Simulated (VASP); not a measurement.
Input of a VASP 6.6.1 run:

File INCAR:

```
ALGO = Normal
EDIFF = 1E-6
EDIFFG = -0.025
ENCUT = 600
GGA = PE
IBRION = 2
ISIF = 3
ISMEAR = 0
LASPH = T
LCHARG = F
LREAL = F
LWAVE = F
NELM = 60
NSW = 80
PREC = Accurate
SIGMA = 0.1
```

File KPOINTS:

```
k-points
0
Gamma
  6 6 6
```

Contents of POSCAR:

```
LiCl
1.0
   -2.5282360075      0.0830600157     -2.5863370729
   -2.5204265175     -2.5554967017      0.0752505257
   -5.1705463135      2.6099394545      2.6173513559
Li Cl
2 2
Direct
    0.9841511763      1.0125703631     -0.0112392456
    0.5108063413      0.5054587970      0.5035166552
    0.2702758546      0.2144938112      0.2547592107
    0.7347666278      0.7674770287      0.7529633797
```

Potentials or basis: VASP PAW PBE potentials, release 64 (Li_sv, Cl).

Command:

```bash
$ cat potpaw_PBE.64/Li_sv/POTCAR potpaw_PBE.64/Cl/POTCAR > POTCAR
$ mpirun -np 1 vasp_std > vasp.out
```

(1) Estimate the band gap on the k mesh.

(2) What does it give for the relaxed volume?

(3) Estimate the space group after relaxing (to 0.05 Å).

Answers

(1) 6.29 eV.

(2) 16.99 Å³/atom.

(3) C2 (No. 5).

Caveat: the cutoff is under 1.25 times the usual one of these potentials, so pressure, stress and relaxed cells hold a basis-set (Pulay) error.
